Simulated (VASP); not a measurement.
Runs of VASP 6.6.1 on MnS. The structure is that of space group F-43m (No. 216), or close to it. The cells are those of the table. 

| cell | k mesh | smearing | gap on the mesh (eV) | pressure (GPa) | moment (μB) |
| --- | --- | --- | --- | --- | --- |
| a = 3.911 Å, angles 60.0°, 2 atoms | 12 × 12 × 12 | gaussian 0.02 eV | 0.33 | (c) | 5.00 |
| a = 3.993 Å, angles 60.0°, 2 atoms | 12 × 12 × 12 | gaussian 0.02 eV | 0.73 | 0.1 | 5.00 |
| a = 3.952 Å, angles 60.0°, 2 atoms | 12 × 12 × 12 | gaussian 0.02 eV | 0.54 | 2.3 | 5.00 |
| a = 4.032 Å, angles 60.0°, 2 atoms | 12 × 12 × 12 | gaussian 0.02 eV | (a) | -1.8 | 5.00 |
| a = 3.960 Å, angles 60.0°, 2 atoms | 6 × 6 × 6 | gaussian 0.1 eV | (b) | 1.9 | 5.00 |

Alike in all rows: task single point; level r2SCAN; potentials or basis VASP PAW PBE potentials, release 64 (Mn_pv, S); spin collinear, ferromagnetic start; cutoff (eV) 520.

Task: Estimate the missing entries.

Result: (a) 0.91; (b) 0.57; (c) 4.8.

Caveats: the PAW data sets were made with another functional, which shifts forces and pressure a little; a cell with one magnetic atom can't hold antiferromagnetic order, which such compounds often take; the cell stands under pressure (at least some runs).

A k mesh can miss the band edges.
